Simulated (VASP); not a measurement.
Write the native input for VASP 6.6.1 that does the following.

- Task: single point
- Functional: r2SCAN
- Potentials or basis: VASP PAW PBE potentials, release 64 (Si, C)
- Cutoff: 520 eV
- k mesh: 12 × 12 × 6
- Occupations: gaussian, width 0.01 eV
- Spin: no spin polarisation
- Dipole correction: no
- Further INCAR settings: ALGO = Normal; EDIFF = 1e-06; NBANDS = 16

The system is SiC.

```xyz
4
Lattice="3.1252 0.0000 0.0000 -1.5626 2.7065 0.0000 0.0000 0.0000 5.1299" Properties=species:S:1:pos:R:3 pbc="T T T"
Si    0.0000    1.8043    2.5626
Si    1.5626    0.9022    5.1276
C     0.0000    1.8043    4.4910
C     1.5626    0.9022    1.9260
```

This cell differs from its parent crystal: strain +1.6%.

One way to write it, as run:

POSCAR

```
SiC
1.0
    3.1251771838      0.0000000000      0.0000000000
   -1.5625885919      2.7064828325      0.0000000000
    0.0000000000      0.0000000000      5.1298880975
Si C
2 2
Direct
    0.3333333333      0.6666666667      0.4995446057
    0.6666666667      0.3333333333      0.9995446057
    0.3333333333      0.6666666667      0.8754553943
    0.6666666667      0.3333333333      0.3754553943
```

INCAR.step1

```
SYSTEM = SiC
ALGO = Normal ; EDIFF = 1E-4
ENCUT = 520 ; GGA = PE
ISMEAR = 0 ; LASPH = .True.
LCHARG = .False. ; LREAL = .False.
LWAVE = .True. ; NBANDS = 16
NELM = 100 ; PREC = Accurate
SIGMA = 0.01
```

INCAR.step2

```
SYSTEM = SiC
ALGO = Normal ; EDIFF = 1E-6
ENCUT = 520 ; ISIF = 2
ISMEAR = 0 ; ISTART = 1
LASPH = .True. ; LCHARG = .False.
LMIXTAU = .True. ; LREAL = .False.
LWAVE = .False. ; METAGGA = R2SCAN
NBANDS = 16 ; NELM = 100
PREC = Accurate ; SIGMA = 0.01
```

KPOINTS

```
k-points
0
Gamma
  12 12 6
  0 0 0
```

Potentials or basis: VASP PAW PBE potentials, release 64 (Si, C).

Command:

```bash
$ cat potpaw_PBE.64/Si/POTCAR potpaw_PBE.64/C/POTCAR > POTCAR
$ cp INCAR.step1 INCAR
$ mpirun -np 1 vasp_std > vasp.out
$ cp INCAR.step2 INCAR
$ mpirun -np 1 vasp_std > vasp.out
```

It gave:

```
Pressure               : -10.1 GPa
Band gap on the k mesh : 2.73 eV (least direct gap 4.37 eV)
```

Caveat: the cell differs from its parent crystal (strain +1.6%); the cell stands under tension; the PAW data sets were made with another functional, which shifts forces and pressure a little.

Wall time 3.2 min on 1 thread of Intel Xeon 8259CL, on a shared host, peak memory 0.19 GiB.
